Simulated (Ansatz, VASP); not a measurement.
## ZnS in VASP and in Ansatz

```
CELL_PARAMETERS angstrom
6.63017 0.00000 0.00000
0.00000 6.63017 0.00000
0.00000 0.00000 3.86215
ATOMIC_POSITIONS crystal
Zn 0.67519 0.67519 0.00000
Zn 0.17519 0.82481 0.50000
Zn 0.82481 0.17519 0.50000
Zn 0.32481 0.32481 0.00000
S 0.81429 0.81429 0.50000
S 0.18571 0.18571 0.50000
S 0.68571 0.31429 0.00000
S 0.31429 0.68571 0.00000
```

Alike in both runs: functional PBE; k mesh 4 × 4 × 8; occupations gaussian, width 0.02 eV; no spin polarisation.

Ansatz relaxed the structure, and its values are those at the end. VASP's run is a single point on that final structure, the one shown.

|  | VASP | Ansatz |
| --- | --- | --- |
| version | VASP 6.6.1 | Ansatz 0.2.0 |
| potentials or method | VASP PAW PBE potentials, release 64 (Zn, S), cutoff 520 eV | scalar-relativistic, plane waves, PAW |
| valence electrons in the cell | 72 | 72 |

Ansatz gave:

- gap on the k mesh at the Fermi level (eV): 2.17
- least direct gap on the mesh (eV): 2.17
- pressure (GPa): 0.0

**Question.** Estimate VASP's values.

**Answer.** gap on the k mesh at the Fermi level (eV): 2.17; least direct gap on the mesh (eV): 2.17; pressure (GPa): 0.1.

With one functional, cell and mesh, what is left measures potentials, basis and numerics.
